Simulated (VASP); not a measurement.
MgO:

```xyz
8
Lattice="3.0673 0.0000 0.0000 -1.5336 2.6563 0.0000 0.0000 0.0000 10.0176" Properties=species:S:1:pos:R:3 pbc="T T T"
Mg    0.0000    0.0000    0.0000
Mg    0.0000    1.7709    2.5044
Mg    0.0000    0.0000    5.0088
Mg    1.5336    0.8854    7.5132
O     0.0000    0.0000    1.8783
O     0.0000    1.7709    4.3827
O     0.0000    0.0000    6.8871
O     1.5336    0.8854    9.3915
```

| Quantity | Value |
| --- | --- |
| Program | VASP 6.6.1 |
| Task | relaxation of cell and atoms |
| Functional | PBEsol |
| Potentials or basis | VASP PAW PBE potentials, release 64 (Mg, O) |
| Cutoff | 600 eV |
| k mesh | 9 × 9 × 2 |
| Occupations | fermi-dirac, width 0.03 eV |
| Spin | no spin polarisation |

At the start: pressure 26.2 GPa; volume 10.20 Å³/atom.

Question: How do energy, volume and symmetry change on relaxing?

Answer: Over 8 steps the energy falls by 125.1 meV/atom and the volume is 11.92 Å³/atom (+16.8 %); space group P6_3mc (No. 186, to 0.1 Å) before and after.

The path:
```tsv
step	energy change (eV)	largest force (eV/Å)	pressure (GPa)	volume (Å³)
1	0.0000	0.2251	26.21	81.62
2	-0.7949	0.0703	-7.96	102.96
3	-0.9930	0.0900	0.05	95.37
4	-0.9928	0.0881	-0.33	95.66
5	-0.9962	0.0623	-0.31	95.65
6	-0.9998	0.0644	-0.30	95.61
7	-1.0001	0.0320	0.26	95.16
8	-1.0004	0.0086	0.02	95.35
```

Final structure:
```
Mg O
1.0
     3.25200    0.00000    0.00000
    -1.62600    2.81632    0.00000
     0.00000    0.00000   10.41052
Mg O
4 4
Direct
  0.00000 0.00000 0.99779
  0.33333 0.66667 0.24922
  0.00000 0.00000 0.49779
  0.66667 0.33333 0.74922
  0.00000 0.00000 0.18920
  0.33333 0.66667 0.43879
  0.00000 0.00000 0.68920
  0.66667 0.33333 0.93879
```

Caveat: the volume moved by over 15 % at a fixed basis, so the end points are rough; the PAW data sets were made with another functional, which shifts forces and pressure a little.
